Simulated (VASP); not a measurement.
# AlN (R-3m) in VASP: notebook

The runs below take AlN through single point, with LDA.

All numbers are computed with VASP 6.6.1; they aren't measurements. Logs are shortened: lines on timing, memory, paths and dates and some standing lists are left out, and cuts for length are marked.

## Step 1: The cell of the first run

The structure is trigonal, space group R-3m (No. 166). The conventional cell has a = 2.284 Å, b = 2.284 Å, c = 11.188 Å, α = 90.00°, β = 90.00°, γ = 120.00°. Al (site symmetry -3m) has 6 Al at 2.28 Å and 6 N at 2.28 Å within 3.0 Å. Within 3.0 Å of N (site symmetry -3m) lie 6 N at 2.28 Å and 6 Al at 2.28 Å.

## Step 2: Single point, LDA

INCAR reads:

```
PREC     = Accurate       # precision mode
ENCUT    = 520            # plane-wave cutoff, eV
EDIFF    = 1E-7           # SCF threshold, eV
ISMEAR   = 0              # smearing method
SIGMA    = 0.05           # smearing width, eV
LREAL    = F              # projectors in reciprocal space
LASPH    = T              # aspherical terms in the spheres
NELM     = 80             # most SCF steps
ALGO     = Normal         # electronic algorithm
ISIF     = 2              # what is computed and relaxed
LWAVE    = F              # write WAVECAR
LCHARG   = F              # write CHGCAR
GGA      = CA             # functional
NBANDS   = 11             # bands
```

KPOINTS reads:

```
Automatic mesh
0
Gamma
  10 10 10
```

POSCAR reads:

```
AlN
1.0
    1.0765320045      2.6913300112      2.6913300112
    2.6913300112      1.0765320045      2.6913300112
    2.6913300112      2.6913300112      1.0765320045
Al N
1 1
Direct
    0.5000000000      0.5000000000      0.5000000000
    0.0000000000      0.0000000000      0.0000000000
```

Potentials or basis: VASP PAW LDA potentials, release 64 (Al, N).

Run with:

```
$ cat potpaw_LDA.64/Al/POTCAR potpaw_LDA.64/N/POTCAR > POTCAR
$ mpirun -np 1 vasp_std > vasp.out
```

OUTCAR:

```text
PREC = Accurate
   ENCUT = 520
   EDIFF = 1E-7
   ISMEAR = 0
   LREAL = F
   LASPH = T
   NELM = 80
   ISIF = 2
   GGA = CA

 ion  position               nearest neighbor table
   1  0.500  0.500  0.500-   2 2.28   2 2.28   2 2.28   2 2.28   2 2.28   2 2.28
   2  0.000  0.000  0.000-   1 2.28   1 2.28   1 2.28   1 2.28   1 2.28   1 2.28

  LATTYP: Found a trigonal (rhomboedric) cell.
 ALAT       =     3.9554311541
 COS(alpha) =     0.8333333333

  Lattice vectors:

 A1 = (   1.0765320045,   2.6913300112,   2.6913300112)
 A2 = (   2.6913300112,   1.0765320045,   2.6913300112)
 A3 = (   2.6913300112,   2.6913300112,   1.0765320045)

Analysis of symmetry for initial positions (statically):
=====================================================================
 Subroutine PRICEL returns:
 Original cell was already a primitive cell.

 Routine SETGRP: Setting up the symmetry group for a
 trigonal (rhombohedral) supercell.

 Subroutine GETGRP returns: Found 12 space group operations
 (whereof 12 operations were pure point group operations)
 out of a pool of 12 trial point group operations.

The static configuration has the point symmetry D_3d.

Analysis of symmetry for dynamics (positions and initial velocities):
=====================================================================
 Subroutine PRICEL returns:
 Original cell was already a primitive cell.

 Routine SETGRP: Setting up the symmetry group for a
 trigonal (rhombohedral) supercell.

 Subroutine GETGRP returns: Found 12 space group operations
 (whereof 12 operations were pure point group operations)
 out of a pool of 12 trial point group operations.

The dynamic configuration has the point symmetry D_3d.

 Subroutine INISYM returns: Found 12 space group operations
 (whereof 12 operations are pure point group operations),
 and found     1 'primitive' translations

----------------------------------------------------------------------------------------

                                     Primitive cell

  volume of cell :      16.8428

  direct lattice vectors                    reciprocal lattice vectors
     1.076532004  2.691330011  2.691330011    -0.361242292  0.258030209  0.258030209
     2.691330011  1.076532004  2.691330011     0.258030209 -0.361242292  0.258030209
     2.691330011  2.691330011  1.076532004     0.258030209  0.258030209 -0.361242292

  length of vectors
     3.955431154  3.955431154  3.955431154     0.513473632  0.513473632  0.513473632

  position of ions in fractional coordinates (direct lattice)
     0.500000000  0.500000000  0.500000000
     0.000000000  0.000000000  0.000000000

  ion indices of the primitive-cell ions
   primitive index   ion index
                 1           1
                 2           2

----------------------------------------------------------------------------------------

 KPOINTS: Automatic mesh

Automatic generation of k-mesh.
 Grid dimensions read from file:
 generate k-points for:   10   10   10

 Generating k-lattice:

  Cartesian coordinates                     Fractional coordinates (reciprocal lattice)
    -0.036124229  0.025803021  0.025803021     0.100000000 -0.000000000 -0.000000000
     0.025803021 -0.036124229  0.025803021    -0.000000000  0.100000000 -0.000000000
     0.025803021  0.025803021 -0.036124229    -0.000000000 -0.000000000  0.100000000

  Length of vectors
     0.051347363  0.051347363  0.051347363

  Shift w.r.t. Gamma in fractional coordinates (k-lattice)
     0.000000000  0.000000000  0.000000000

 Subroutine IBZKPT returns following result:
 ===========================================

 Found    116 irreducible k-points:

 Following reciprocal coordinates:
            Coordinates               Weight
  0.000000  0.000000  0.000000      1.000000
  0.100000  0.000000  0.000000      6.000000
  0.200000  0.000000  0.000000      6.000000
  0.300000 -0.000000 -0.000000      6.000000
  0.400000 -0.000000 -0.000000      6.000000
  0.500000 -0.000000 -0.000000      3.000000
[... 16 lines left out ...]
  0.300000  0.300000  0.000000      6.000000
  0.400000  0.300000 -0.000000     12.000000
 [... further k-points ...]
   k-points           NKPTS =    116   k-points in BZ     NKDIM =    116   number of bands    NBANDS=     11
   number of dos      NEDOS =    301   number of ions     NIONS =      2
   total plane-waves  NPLWV =  27000
   dimension x,y,z NGX =    30 NGY =   30 NGZ =   30
   dimension x,y,z NGXF=    60 NGYF=   60 NGZF=   60
   ions per type =               1   1
   NGX,Y,Z   is equivalent  to a cutoff of  12.61, 12.61, 12.61 a.u.
   NGXF,Y,Z  is equivalent  to a cutoff of  25.22, 25.22, 25.22 a.u.
 SYSTEM =  unknown system
   PREC   = accura    normal or accurate (medium, high low for compatibility)
   ISTART =      0    job   : 0-new  1-cont  2-samecut
   ICHARG =      2    charge: 1-file 2-atom 10-const
   ISPIN  =      1    spin polarized calculation?
   LNONCOLLINEAR =      F non collinear calculations
   LSORBIT =      F    spin-orbit coupling
   LASPH  =      T    aspherical Exc in radial PAW
   ENCUT  =  520.0 eV  38.22 Ry    6.18 a.u.   7.35  7.35  7.35*2*pi/ulx,y,z
   NELM   =     80;   NELMIN=  2; NELMDL= -5     # of ELM steps
   EDIFF  = 0.1E-06   stopping-criterion for ELM
   LREAL  =      F    real-space projection
   EDIFFG = 0.1E-05   stopping-criterion for IOM
   NSW    =      0    number of steps for IOM
   IBRION =     -1    ionic relax: 0-MD 1-quasi-New 2-CG
   NFREE  =      0    steps in history (QN), initial steepest desc. (CG)
   ISIF   =      2    stress and relaxation
   ISYM   =      2    0-nonsym 1-usesym 2-fastsym
   POTIM  = 0.5000    time-step for ionic-motion
   TEBEG  =    0.0;   TEEND  =   0.0 temperature during run
   PSTRESS=    0.0 pullay stress
   NELECT =       8.0000    total number of electrons
   NUPDOWN=      -1.0000    fix difference up-down
   EMIN   =  10.00;   EMAX   =-10.00  energy-range for DOS
   EFERMI =   0.00;   METHOD = LEGACY
   ISMEAR =     0;   SIGMA  =   0.05  broadening in eV -4-tet -1-fermi 0-gaus
   EFERMI_NEDOS =   21; number of points for ismear=-14 and -15
   IALGO  =     38    algorithm
   IMIX   =      4    mixing-type and parameters
     AMIX     =   0.40;   BMIX     =  1.00
     AMIX_MAG =   1.60;   BMIX_MAG =  1.00
  volume/ion in A,a.u.               =       8.42        56.83
  Fermi-wavevector in a.u.,A,eV,Ry     =   1.277321  2.413786 22.198561  1.631548
  Thomas-Fermi vector in A             =   2.409927
   LORBIT       =      0    0 simple, 1 ext, 2 COOP (PROOUT), +10 PAW based schemes
   GGA     = CA    functional components
   LHFCALC =     F    Hartree Fock is set to
   AEXX    =    0.0000 exact exchange contribution
   IVDW    =     0    specifies the selected vdW correction
   LEPSILON=     F    determine dielectric tensor
   LRPA    =     F    only Hartree local field effects (RPA)
 non-spin polarized calculation
 Gauss-broadening in eV      SIGMA  =   0.05
  energy-cutoff  :      520.00
  volume of cell :       16.84
 maximum number of plane-waves:       487
 NGX is ok and might be reduce to    30

 number of electron       8.0000000 magnetization

 Free energy of the ion-electron system (eV)
  ---------------------------------------------------
  ext. energy  EPLUGINS =         0.00000000
  ---------------------------------------------------
  free energy    TOTEN  =        -9.35847568 eV

  energy without entropy =       -9.35689995  energy(sigma->0) =       -9.35768782

 E-fermi :  10.9885     XC(G=0): -12.6918

 val. band max:       10.9846897692   @ k =   0.4000   0.3000  -0.0000
 cond. band min:      11.0182806142   @ k =  -0.2000   0.2000   0.1000
 fundamental gap:      0.0335908450
 Fermi energy:        10.9884611692

 k-point     1 :       0.0000    0.0000    0.0000
  band No.  band energies     occupation
      1      -7.8559      2.00000
      2       2.8852      2.00000
      3       3.2195      2.00000
      4      13.6155      0.00000
      5      13.6155      0.00000
      6      21.5860      0.00000
      7      26.9724      0.00000
      8      28.7687      0.00000
      9      28.7687      0.00000
     10      34.9794      0.00000
     11      35.0142      0.00000

 k-point     2 :       0.1000    0.0000    0.0000
  band No.  band energies     occupation
      1      -7.5423      2.00000
      2       2.7803      2.00000
      3       3.9465      2.00000
      4      12.7080      0.00000
      5      13.3824      0.00000
      6      21.1687      0.00000
      7      26.0385      0.00000
      8      27.1891      0.00000
      9      28.2601      0.00000
     10      32.4455      0.00000
     11      34.1855      0.00000

 k-point     3 :       0.2000    0.0000    0.0000
  band No.  band energies     occupation
      1      -6.6202      2.00000
      2       3.1719      2.00000
      3       5.3542      2.00000
      4      10.4052      2.00000
      5      12.8129      0.00000
      6      19.3536      0.00000
      7      23.1907      0.00000
      8      27.2130      0.00000
      9      27.2157      0.00000
     10      29.0854      0.00000
     11      32.4303      0.00000
[... 267 lines left out ...]
 k-point    23 :       0.3000    0.3000    0.0000
  band No.  band energies     occupation
      1      -5.0232      2.00000
      2       2.8266      2.00000
      3       7.4036      2.00000
      4       9.2170      2.00000
      5      12.1388      0.00000
      6      15.5049      0.00000
      7      21.3917      0.00000
      8      24.2503      0.00000
      9      27.2607      0.00000
     10      27.9578      0.00000
     11      32.9596      0.00000

 k-point    24 :       0.4000    0.3000   -0.0000
  band No.  band energies     occupation
      1      -3.9291      2.00000
      2       3.5213      2.00000
      3       6.2181      2.00000
      4      10.3688      2.00000
      5      10.9847      1.08495
      6      14.0720      0.00000
      7      20.9714      0.00000
      8      22.4937      0.00000
      9      26.2551      0.00000
     10      28.2258      0.00000
     11      30.2747      0.00000

 [... further k-points ...]

------------------------ aborting loop because EDIFF is reached ----------------------------------------

  FORCE on cell =-STRESS in cart. coord.  units (eV):
  Direction    XX          YY          ZZ          XY          YZ          ZX
  --------------------------------------------------------------------------------------
  -------------------------------------------------------------------------------------
  Total        5.5651358      5.5651358      5.5651358     -4.0717166     -4.0717166     -4.0717166
  in kB      529.3851374    529.3851374    529.3851374   -387.3232031   -387.3232031   -387.3232031
  external PRESSURE =     529.3851374 kB  Pullay stress =       0.0000000 kB

 VOLUME and BASIS-vectors are now :
 -----------------------------------------------------------------------------
  energy-cutoff  :      520.00
  volume of cell :       16.84
      direct lattice vectors                 reciprocal lattice vectors
     1.076532004  2.691330011  2.691330011    -0.361242292  0.258030209  0.258030209
     2.691330011  1.076532004  2.691330011     0.258030209 -0.361242292  0.258030209
     2.691330011  2.691330011  1.076532004     0.258030209  0.258030209 -0.361242292

 POSITION                                       TOTAL-FORCE (eV/Angst)
 -----------------------------------------------------------------------------------
      3.22960      3.22960      3.22960        -0.000000      0.000000     -0.000000
      0.00000      0.00000      0.00000         0.000000     -0.000000      0.000000
 -----------------------------------------------------------------------------------
    total drift:                                0.000000      0.000000      0.000000

  FREE ENERGIE OF THE ION-ELECTRON SYSTEM (eV)
  ---------------------------------------------------
  free  energy   TOTEN  =        -9.3584756845 eV

  energy  without entropy=       -9.3568999491  energy(sigma->0) =       -9.35768782
```

Wall time 65 s (1 thread of Intel Xeon 8259CL, shared host); peak memory 0.16 GiB.

What came out:

* Free energy: -9.3585 eV
* Pressure: 52.9 GPa
* Band gap on the k mesh: zero (band 4 reaches 13.62 eV, above the bottom of band 5 at 9.26 eV)

## Step 3: Single point, LDA

This run uses another cell than the first one, of the same volume but with other edges.

INCAR reads:

```
PREC = Accurate ; ENCUT = 520
EDIFF = 1E-6 ; ISMEAR = 0
SIGMA = 0.05 ; LREAL = F
LASPH = T ; NELM = 80
ALGO = Normal ; ISIF = 2
LWAVE = F ; LCHARG = F
NBANDS = 11
```

KPOINTS is that of step 2.

POSCAR reads:

```
AlN
1.0
   -0.4409088598      1.8396542082      1.8396542082
    1.8396542082     -0.4409088598      1.8396542082
    1.8396542082      1.8396542082     -0.4409088598
Al N
1 1
Direct
    0.5000000000      0.5000000000      0.5000000000
    0.0000000000      0.0000000000      0.0000000000
```

Potentials or basis: VASP PAW LDA potentials, release 64 (Al, N).

Run with:

```
$ cat potpaw_LDA.64/Al/POTCAR potpaw_LDA.64/N/POTCAR > POTCAR
$ mpirun -np 1 vasp_std > vasp.out
```

It took 22 s on 1 thread of Intel Xeon 8259CL, shared host; peak memory 0.13 GiB.

Results (log left out):

| Quantity | Value |
| --- | --- |
| Free energy | -14.4590 eV |
| Pressure | -4.2 GPa |
| Band gap on the k mesh | zero (band 4 reaches 11.23 eV, above the bottom of band 5 at 11.06 eV) |

Stress tensor (GPa, compression positive):
```
-4.18 35.59 35.59
35.59 -4.18 35.59
35.59 35.59 -4.18
```

Levels at points of the mesh, in eV from the Fermi level:
| k point | band 1 | band 2 | band 3 | band 4 | band 5 | band 6 | band 7 | band 8 | band 9 |
| --- | --- | --- | --- | --- | --- | --- | --- | --- | --- |
| (0.00, 0.00, 0.00) | -18.57 | -2.12 | -2.12 | 0.18 | 2.37 | 7.50 | 7.50 | 13.74 | 16.85 |
| (0.50, 0.00, 0.00) | -15.63 | -10.26 | -2.05 | -0.33 | 4.65 | 8.97 | 9.76 | 12.84 | 15.23 |
| (0.50, 0.50, 0.00) | -13.90 | -8.38 | -6.12 | -1.17 | 0.01 | 7.70 | 9.83 | 12.67 | 17.95 |
| (0.50, 0.50, 0.50) | -13.02 | -7.15 | -4.18 | -4.18 | 0.95 | 4.59 | 4.59 | 9.99 | 15.08 |
